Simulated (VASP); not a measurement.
# CdH6 (P4/mmm) in VASP: a series of runs

Runs on CdH6. Level: PBE. Tasks: single point, relaxation of cell and atoms.

All numbers are computed with VASP 6.6.1; they aren't measurements. Logs are shortened: lines on timing, memory, paths and dates and some standing lists are left out, and cuts for length are marked.

## 1. The cell of the first run

It takes space group P4/mmm (No. 123, tetragonal). Conventional cell: a = 3.861 Å, b = 3.861 Å, c = 7.404 Å, α = 90.00°, β = 90.00°, γ = 90.00°. Within 2.6 Å of Cd (site symmetry 4/mmm) lie 4 H at 1.93 Å. H (site symmetry m2m) has 1 H at 0.75 Å within 1.0 Å. Within 2.6 Å of H (site symmetry mmm) lie 2 Cd at 1.93 Å.

## 2. Single point, PBE

The input, INCAR:

```
PREC = Accurate
ENCUT = 520
EDIFF = 1E-6
ISMEAR = 0
SIGMA = 0.02
LREAL = F
LASPH = T
NELM = 100
ALGO = Normal
ISIF = 2
LWAVE = F
LCHARG = F
GGA = PE
NBANDS = 18
```

The input, KPOINTS:

```
regular mesh
0
Gamma
  8 8 4
```

The input, POSCAR:

```
CdH6
1.0
    3.8612772382      0.0000000000      0.0000000000
    0.0000000000      3.8612772382      0.0000000000
    0.0000000000      0.0000000000      7.4035440374
Cd H
1 6
Direct
    0.5000000000      0.5000000000      0.5000000000
    0.9031734255      0.5000000000      0.0000000000
    0.0968265745      0.5000000000      0.0000000000
    0.5000000000      0.9031734255      0.0000000000
    0.5000000000      0.0968265745      0.0000000000
    0.0000000000      0.5000000000      0.5000000000
    0.5000000000      0.0000000000      0.5000000000
```

Potentials or basis: VASP PAW PBE potentials, release 64 (Cd, H).

The run is started by

```console
cat potpaw_PBE.64/Cd/POTCAR potpaw_PBE.64/H/POTCAR > POTCAR
mpirun -np 1 vasp_std > vasp.out
```

OUTCAR:

```text
PREC = Accurate
   ENCUT = 520
   EDIFF = 1E-6
   ISMEAR = 0
   LREAL = F
   LASPH = T
   NELM = 100
   ISIF = 2
   GGA = PE

 ion  position               nearest neighbor table
   1  0.500  0.500  0.500-   6 1.93   7 1.93   7 1.93   6 1.93
   2  0.903  0.500  0.000-   3 0.75
   3  0.097  0.500  0.000-   2 0.75
   4  0.500  0.903  0.000-   5 0.75
   5  0.500  0.097  0.000-   4 0.75
   6  0.000  0.500  0.500-   1 1.93   1 1.93
   7  0.500  0.000  0.500-   1 1.93   1 1.93

  LATTYP: Found a simple tetragonal cell.
 ALAT       =     3.8612772382
 C/A-ratio  =     1.9173821460

  Lattice vectors:

 A1 = (   3.8612772382,   0.0000000000,   0.0000000000)
 A2 = (   0.0000000000,   3.8612772382,   0.0000000000)
 A3 = (   0.0000000000,   0.0000000000,   7.4035440374)

Analysis of symmetry for initial positions (statically):
=====================================================================
 Subroutine PRICEL returns:
 Original cell was already a primitive cell.

 Routine SETGRP: Setting up the symmetry group for a
 simple tetragonal supercell.

 Subroutine GETGRP returns: Found 16 space group operations
 (whereof 16 operations were pure point group operations)
 out of a pool of 16 trial point group operations.

The static configuration has the point symmetry D_4h.

Analysis of symmetry for dynamics (positions and initial velocities):
=====================================================================
 Subroutine PRICEL returns:
 Original cell was already a primitive cell.

 Routine SETGRP: Setting up the symmetry group for a
 simple tetragonal supercell.

 Subroutine GETGRP returns: Found 16 space group operations
 (whereof 16 operations were pure point group operations)
 out of a pool of 16 trial point group operations.

The dynamic configuration has the point symmetry D_4h.

 Subroutine INISYM returns: Found 16 space group operations
 (whereof 16 operations are pure point group operations),
 and found     1 'primitive' translations

----------------------------------------------------------------------------------------

                                     Primitive cell

  volume of cell :     110.3829

  direct lattice vectors                    reciprocal lattice vectors
     3.861277238  0.000000000  0.000000000     0.258981663  0.000000000  0.000000000
     0.000000000  3.861277238  0.000000000     0.000000000  0.258981663  0.000000000
     0.000000000  0.000000000  7.403544037     0.000000000  0.000000000  0.135070447

  length of vectors
     3.861277238  3.861277238  7.403544037     0.258981663  0.258981663  0.135070447

  position of ions in fractional coordinates (direct lattice)
     0.500000000  0.500000000  0.500000000
     0.903173426  0.500000000  0.000000000
     0.096826574  0.500000000  0.000000000
     0.500000000  0.903173426  0.000000000
     0.500000000  0.096826574  0.000000000
     0.000000000  0.500000000  0.500000000
     0.500000000  0.000000000  0.500000000

  ion indices of the primitive-cell ions
   primitive index   ion index
                 1           1
                 2           2
                 3           3
                 4           4
                 5           5
                 6           6
                 7           7

----------------------------------------------------------------------------------------

 KPOINTS: regular mesh

Automatic generation of k-mesh.
 Grid dimensions read from file:
 generate k-points for:    8    8    4

 Generating k-lattice:

  Cartesian coordinates                     Fractional coordinates (reciprocal lattice)
     0.032372708  0.000000000  0.000000000     0.125000000  0.000000000  0.000000000
     0.000000000  0.032372708  0.000000000     0.000000000  0.125000000  0.000000000
     0.000000000  0.000000000  0.033767612     0.000000000  0.000000000  0.250000000

  Length of vectors
     0.032372708  0.032372708  0.033767612

  Shift w.r.t. Gamma in fractional coordinates (k-lattice)
     0.000000000  0.000000000  0.000000000

 Subroutine IBZKPT returns following result:
 ===========================================

 Found     45 irreducible k-points:

 Following reciprocal coordinates:
            Coordinates               Weight
  0.000000  0.000000  0.000000      1.000000
  0.125000  0.000000  0.000000      4.000000
  0.250000  0.000000  0.000000      4.000000
  0.375000  0.000000  0.000000      4.000000
  0.500000  0.000000  0.000000      2.000000
  0.125000  0.125000  0.000000      4.000000
[... 16 lines left out ...]
  0.375000  0.125000  0.250000     16.000000
  0.500000  0.125000  0.250000      8.000000
 [... further k-points ...]
   k-points           NKPTS =     45   k-points in BZ     NKDIM =     45   number of bands    NBANDS=     18
   number of dos      NEDOS =    301   number of ions     NIONS =      7
   total plane-waves  NPLWV =  50400
   dimension x,y,z NGX =    30 NGY =   30 NGZ =   56
   dimension x,y,z NGXF=    60 NGYF=   60 NGZF=  112
   ions per type =               1   6
   NGX,Y,Z   is equivalent  to a cutoff of  12.92, 12.92, 12.57 a.u.
   NGXF,Y,Z  is equivalent  to a cutoff of  25.83, 25.83, 25.15 a.u.
 SYSTEM =  unknown system
   PREC   = accura    normal or accurate (medium, high low for compatibility)
   ISTART =      0    job   : 0-new  1-cont  2-samecut
   ICHARG =      2    charge: 1-file 2-atom 10-const
   ISPIN  =      1    spin polarized calculation?
   LNONCOLLINEAR =      F non collinear calculations
   LSORBIT =      F    spin-orbit coupling
   LASPH  =      T    aspherical Exc in radial PAW
   ENCUT  =  520.0 eV  38.22 Ry    6.18 a.u.   7.18  7.18 13.77*2*pi/ulx,y,z
   NELM   =    100;   NELMIN=  2; NELMDL= -5     # of ELM steps
   EDIFF  = 0.1E-05   stopping-criterion for ELM
   LREAL  =      F    real-space projection
   EDIFFG = 0.1E-04   stopping-criterion for IOM
   NSW    =      0    number of steps for IOM
   IBRION =     -1    ionic relax: 0-MD 1-quasi-New 2-CG
   NFREE  =      0    steps in history (QN), initial steepest desc. (CG)
   ISIF   =      2    stress and relaxation
   ISYM   =      2    0-nonsym 1-usesym 2-fastsym
   POTIM  = 0.5000    time-step for ionic-motion
   TEBEG  =    0.0;   TEEND  =   0.0 temperature during run
   PSTRESS=    0.0 pullay stress
   NELECT =      18.0000    total number of electrons
   NUPDOWN=      -1.0000    fix difference up-down
   EMIN   =  10.00;   EMAX   =-10.00  energy-range for DOS
   EFERMI =   0.00;   METHOD = LEGACY
   ISMEAR =     0;   SIGMA  =   0.02  broadening in eV -4-tet -1-fermi 0-gaus
   EFERMI_NEDOS =   21; number of points for ismear=-14 and -15
   IALGO  =     38    algorithm
   IMIX   =      4    mixing-type and parameters
     AMIX     =   0.40;   BMIX     =  1.00
     AMIX_MAG =   1.60;   BMIX_MAG =  1.00
  volume/ion in A,a.u.               =      15.77       106.41
  Fermi-wavevector in a.u.,A,eV,Ry     =   0.894400  1.690171 10.883999  0.799951
  Thomas-Fermi vector in A             =   2.016600
   LORBIT       =      0    0 simple, 1 ext, 2 COOP (PROOUT), +10 PAW based schemes
   GGA     = PE    functional components
   LHFCALC =     F    Hartree Fock is set to
   AEXX    =    0.0000 exact exchange contribution
   IVDW    =     0    specifies the selected vdW correction
   LEPSILON=     F    determine dielectric tensor
   LRPA    =     F    only Hartree local field effects (RPA)
 non-spin polarized calculation
 Gauss-broadening in eV      SIGMA  =   0.02
  energy-cutoff  :      520.00
  volume of cell :      110.38
 maximum number of plane-waves:      3000
 NGX is ok and might be reduce to    30
   NGX = 15   NGY = 15   NGZ = 27

 number of electron      18.0000003 magnetization

 Free energy of the ion-electron system (eV)
  ---------------------------------------------------
  ext. energy  EPLUGINS =         0.00000000
  ---------------------------------------------------
  free energy    TOTEN  =       -19.62724308 eV

  energy without entropy =      -19.62724305  energy(sigma->0) =      -19.62724306

 E-fermi :  -1.2596     XC(G=0):  -6.0474

 val. band max:       -1.3224720659   @ k =   0.1250   0.1250   0.0000
 cond. band min:      -1.1983186585   @ k =   0.3750   0.3750   0.0000
 fundamental gap:      0.1241534074
 Fermi energy:        -1.2596326044

 k-point     1 :       0.0000    0.0000    0.0000
  band No.  band energies     occupation
      1     -10.8580      2.00000
      2     -10.6114      2.00000
      3     -10.0332      2.00000
      4      -9.9930      2.00000
      5      -9.9930      2.00000
      6      -9.8168      2.00000
[... 10 lines left out ...]
     17       6.9178      0.00000
     18       8.9542      0.00000

 k-point     2 :       0.1250    0.0000    0.0000
  band No.  band energies     occupation
      1     -10.8154      2.00000
      2     -10.5546      2.00000
      3     -10.0059      2.00000
      4      -9.9921      2.00000
      5      -9.9381      2.00000
      6      -9.8273      2.00000
[... 10 lines left out ...]
     17       7.7015      0.00000
     18       7.9299      0.00000

 k-point     3 :       0.2500    0.0000    0.0000
  band No.  band energies     occupation
      1     -10.7611      2.00000
      2     -10.3648      2.00000
      3     -10.0366      2.00000
      4      -9.9898      2.00000
      5      -9.8525      2.00000
      6      -9.6605      2.00000
[... 10 lines left out ...]
     17       6.7683      0.00000
     18       8.3334      0.00000

 k-point     4 :       0.3750    0.0000    0.0000
  band No.  band energies     occupation
      1     -10.7353      2.00000
      2     -10.1446      2.00000
      3     -10.0669      2.00000
      4      -9.9876      2.00000
      5      -9.8774      2.00000
      6      -9.2289      2.00000
[... 375 lines left out ...]
      4     -10.0027      2.00000
      5      -9.8654      2.00000
      6      -9.5690      2.00000
[... 10 lines left out ...]
     17       7.1923      0.00000
     18       7.6971      0.00000

 k-point    23 :       0.3750    0.1250    0.2500
  band No.  band energies     occupation
      1     -10.6364      2.00000
      2     -10.1417      2.00000
      3     -10.0666      2.00000
      4     -10.0001      2.00000
      5      -9.8919      2.00000
      6      -9.1588      2.00000
[... 10 lines left out ...]
     17       6.8206      0.00000
     18       7.5440      0.00000

 k-point    24 :       0.5000    0.1250    0.2500
  band No.  band energies     occupation
      1     -10.6279      2.00000
      2     -10.0788      2.00000
      3     -10.0474      2.00000
      4      -9.9990      2.00000
      5      -9.9029      2.00000
      6      -8.7199      2.00000
[... 10 lines left out ...]
     17       6.9714      0.00000
     18       7.4842      0.00000

 [... further k-points ...]
[... 5 lines left out ...]
  --------------------------------------------------------------------------------------
  -------------------------------------------------------------------------------------
  Total       -0.0087913     -0.0087913     -0.0437517      0.0000000     -0.0000000      0.0000000
  in kB       -0.1276032     -0.1276032     -0.6350447      0.0000000     -0.0000000      0.0000000
  external PRESSURE =      -0.2967504 kB  Pullay stress =       0.0000000 kB

 VOLUME and BASIS-vectors are now :
 -----------------------------------------------------------------------------
  energy-cutoff  :      520.00
  volume of cell :      110.38
      direct lattice vectors                 reciprocal lattice vectors
     3.861277238  0.000000000  0.000000000     0.258981663  0.000000000  0.000000000
     0.000000000  3.861277238  0.000000000     0.000000000  0.258981663  0.000000000
     0.000000000  0.000000000  7.403544037     0.000000000  0.000000000  0.135070447

 POSITION                                       TOTAL-FORCE (eV/Angst)
 -----------------------------------------------------------------------------------
      1.93064      1.93064      3.70177         0.000000     -0.000000      0.000000
      3.48740      1.93064      0.00000         0.015094     -0.000000      0.000000
      0.37387      1.93064      0.00000        -0.015094     -0.000000      0.000000
      1.93064      3.48740      0.00000         0.000000      0.015094      0.000000
      1.93064      0.37387      0.00000        -0.000000     -0.015094      0.000000
      0.00000      1.93064      3.70177         0.000000     -0.000000      0.000000
      1.93064      0.00000      3.70177         0.000000     -0.000000      0.000000
 -----------------------------------------------------------------------------------
    total drift:                                0.000000      0.000000      0.000000

  FREE ENERGIE OF THE ION-ELECTRON SYSTEM (eV)
  ---------------------------------------------------
  free  energy   TOTEN  =       -19.6272430783 eV

  energy  without entropy=      -19.6272430484  energy(sigma->0) =      -19.62724306
```

Run time: 37 s. Hardware: 1 thread of AMD EPYC 9R45 (Zen 5), shared host; peak memory 0.22 GiB.

What came out:

```
Free energy            : -19.6272 eV
Pressure               : 0.0 GPa
Largest force          : 0.015 eV/Å
Band gap on the k mesh : zero (band 9 reaches -0.23 eV, above the bottom of band 10 at -2.31 eV)
```

Forces in eV/Å, atoms in the order of the input:
```
Cd   0.000  0.000  0.000
H    0.015  0.000  0.000
H   -0.015  0.000  0.000
H    0.000  0.015  0.000
H    0.000 -0.015  0.000
H    0.000  0.000  0.000
H    0.000  0.000  0.000
```

Levels at points of the mesh, in eV from the Fermi level:
```tsv
k point	band 7	band 8	band 9	band 10	band 11	band 12
(0.00, 0.00, 0.00)	-6.42	-5.91	0.56	1.04	5.16	5.16
(0.50, 0.00, 0.00)	-7.35	-4.44	-4.07	2.30	4.16	4.54
(0.50, 0.50, 0.00)	-7.18	-3.63	-3.63	-1.05	1.59	3.90
(0.00, 0.00, 0.50)	-6.48	-5.91	1.03	1.26	3.42	5.47
(0.50, 0.00, 0.50)	-7.34	-4.48	-4.09	2.50	4.69	5.07
(0.50, 0.50, 0.50)	-7.17	-3.65	-3.65	-0.97	1.13	4.29
```

## 3. Relaxation of cell and atoms, PBE

This run uses another cell than the first one, of 15.17 Å³/atom, 0.962 times its volume.

The input, INCAR:

```
SYSTEM = CdH6
  ALGO = Normal
  EDIFF = 1E-6
  EDIFFG = -0.01
  ENCUT = 600
  GGA = PE
  IBRION = 2
  ISIF = 3
  ISMEAR = 0
  LASPH = .True.
  LCHARG = .False.
  LREAL = .False.
  LWAVE = .False.
  NELM = 100
  NSW = 100
  PREC = Accurate
  SIGMA = 0.02
```

The input, KPOINTS:

```
k-points
0
Gamma
  8 8 4
  0 0 0
```

The input, POSCAR:

```
CdH6
1.0
    3.8489990187      0.0000000000      0.0000000000
    0.0000000000      3.8489990187      0.0000000000
    0.0000000000      0.0000000000      7.1692335934
Cd H
1 6
Direct
    0.5000000000      0.5000000000      0.5000000000
    0.9028898111      0.5000000000      0.0000000000
    0.0971101889      0.5000000000      0.0000000000
    0.5000000000      0.9028898111      0.0000000000
    0.5000000000      0.0971101889      0.0000000000
    0.0000000000      0.5000000000      0.5000000000
    0.5000000000      0.0000000000      0.5000000000
```

Potentials or basis: VASP PAW PBE potentials, release 64 (Cd, H).

The run is started by

```console
cat potpaw_PBE.64/Cd/POTCAR potpaw_PBE.64/H/POTCAR > POTCAR
mpirun -np 1 vasp_std > vasp.out
```

OUTCAR:

```text
SYSTEM = CdH6
   EDIFF = 1E-6
   EDIFFG = -0.01
   ENCUT = 600
   GGA = PE
   IBRION = 2
   ISIF = 3
   ISMEAR = 0
   LASPH = .True.
   LREAL = .False.
   NELM = 100
   NSW = 100
   PREC = Accurate

 ion  position               nearest neighbor table
   1  0.500  0.500  0.500-   6 1.92   7 1.92   7 1.92   6 1.92
   2  0.903  0.500  0.000-   3 0.75
   3  0.097  0.500  0.000-   2 0.75
   4  0.500  0.903  0.000-   5 0.75
   5  0.500  0.097  0.000-   4 0.75
   6  0.000  0.500  0.500-   1 1.92   1 1.92
   7  0.500  0.000  0.500-   1 1.92   1 1.92

  LATTYP: Found a simple tetragonal cell.
 ALAT       =     3.8489990187
 C/A-ratio  =     1.8626228686

  Lattice vectors:

 A1 = (   3.8489990187,   0.0000000000,   0.0000000000)
 A2 = (   0.0000000000,   3.8489990187,   0.0000000000)
 A3 = (   0.0000000000,   0.0000000000,   7.1692335934)

Analysis of symmetry for initial positions (statically):
=====================================================================
 Subroutine PRICEL returns:
 Original cell was already a primitive cell.

 Routine SETGRP: Setting up the symmetry group for a
 simple tetragonal supercell.

 Subroutine GETGRP returns: Found 16 space group operations
 (whereof 16 operations were pure point group operations)
 out of a pool of 16 trial point group operations.

The static configuration has the point symmetry D_4h.
[... 183 lines left out ...]
  external PRESSURE =       1.7596359 kB  Pullay stress =       0.0000000 kB
[... 151 lines left out ...]
--------------------------------------- Ionic step        5  -------------------------------------------

 number of electron      17.9999993 magnetization

 Free energy of the ion-electron system (eV)
  ---------------------------------------------------
  ext. energy  EPLUGINS =         0.00000000
  ---------------------------------------------------
  free energy    TOTEN  =       -19.62904464 eV

  energy without entropy =      -19.62904148  energy(sigma->0) =      -19.62904306

 E-fermi :  -1.2320     XC(G=0):  -6.1601

 val. band max:       -1.2774130510   @ k =   0.1250   0.1250   0.0000
 cond. band min:      -1.1883604303   @ k =   0.3750   0.3750   0.0000
 fundamental gap:      0.0890526207
 Fermi energy:        -1.2319621971

 k-point     1 :       0.0000    0.0000    0.0000
  band No.  band energies     occupation
      1     -10.8032      2.00000
      2     -10.5581      2.00000
      3      -9.9825      2.00000
      4      -9.9446      2.00000
      5      -9.9446      2.00000
      6      -9.7681      2.00000
      7      -7.6034      2.00000
      8      -7.1245      2.00000
      9      -0.6304      0.00000
     10      -0.1827      0.00000
     11       3.8908      0.00000
     12       3.8908      0.00000
     13       4.4676      0.00000
[... 354 lines left out ...]
  band No.  band energies     occupation
      1     -10.5744      2.00000
      2     -10.0303      2.00000
      3      -9.9996      2.00000
      4      -9.9507      2.00000
      5      -9.8536      2.00000
      6      -8.6660      2.00000
      7      -8.5250      2.00000
      8      -5.6041      2.00000
      9      -5.2168      2.00000
     10       1.2283      0.00000
     11       2.0233      0.00000
     12       3.2651      0.00000
     13       3.7050      0.00000

 [... further k-points ...]
[... 5 lines left out ...]
  --------------------------------------------------------------------------------------
  -------------------------------------------------------------------------------------
  Total       -0.0128743     -0.0128743      0.0322275      0.0000000      0.0000000      0.0000000
  in kB       -0.1924892     -0.1924892      0.4818493      0.0000000      0.0000000      0.0000000
  external PRESSURE =       0.0322903 kB  Pullay stress =       0.0000000 kB
[... 22 lines left out ...]
  FREE ENERGIE OF THE ION-ELECTRON SYSTEM (eV)
  ---------------------------------------------------
  free  energy   TOTEN  =       -19.6290446383 eV

  energy  without entropy=      -19.6290414774  energy(sigma->0) =      -19.62904306

 reached required accuracy - stopping structural energy minimisation
```

Wall time 87 s (1 thread of AMD EPYC 9R45 (Zen 5), shared host); peak memory 0.26 GiB.

Results:

```yaml
Free_energy: -19.6290 eV
Relaxed_volume: 15.31 Å³/atom
Relaxed_cell: a = 3.865 Å, b = 3.865 Å, c = 7.175 Å, α = 90.00°, β = 90.00°, γ = 90.00°
Space_group_after_relaxing_to_0.05_Å: P4/mmm (No. 123)
Energy_gained_by_relaxing: 0.1 meV/atom
Ionic_steps: 5
Pressure_after_relaxing: 0.0 GPa
Largest_force_after_relaxing: 0.004 eV/Å
Band_gap_on_the_k_mesh: zero (band 9 reaches -0.19 eV, above the bottom of band 10 at -2.30 eV)
```

Forces in eV/Å, atoms in the order of the input:
```
Cd   0.000  0.000  0.000
H   -0.004  0.000  0.000
H    0.004  0.000  0.000
H    0.000 -0.004  0.000
H    0.000  0.004  0.000
H    0.000  0.000  0.000
H    0.000  0.000  0.000
```

Step by step:
```csv
step,energy change (eV),largest force (eV/Å),pressure (GPa),volume (Å³)
1,0.0000,0.0138,0.18,106.21
2,-0.0003,0.0041,0.14,106.47
3,-0.0006,0.0454,0.06,107.05
4,-0.0006,0.0458,-0.05,107.30
5,-0.0007,0.0043,0.00,107.16
```

Final structure:
```
Cd H
1.0
     3.86468    0.00000    0.00000
     0.00000    3.86468    0.00000
     0.00000    0.00000    7.17462
Cd H
1 6
Direct
  0.50000 0.50000 0.50000
  0.90335 0.50000 0.00000
  0.09665 0.50000 0.00000
  0.50000 0.90335 0.00000
  0.50000 0.09665 0.00000
  0.00000 0.50000 0.50000
  0.50000 0.00000 0.50000
```

(Part 1 of 2 ends here.)
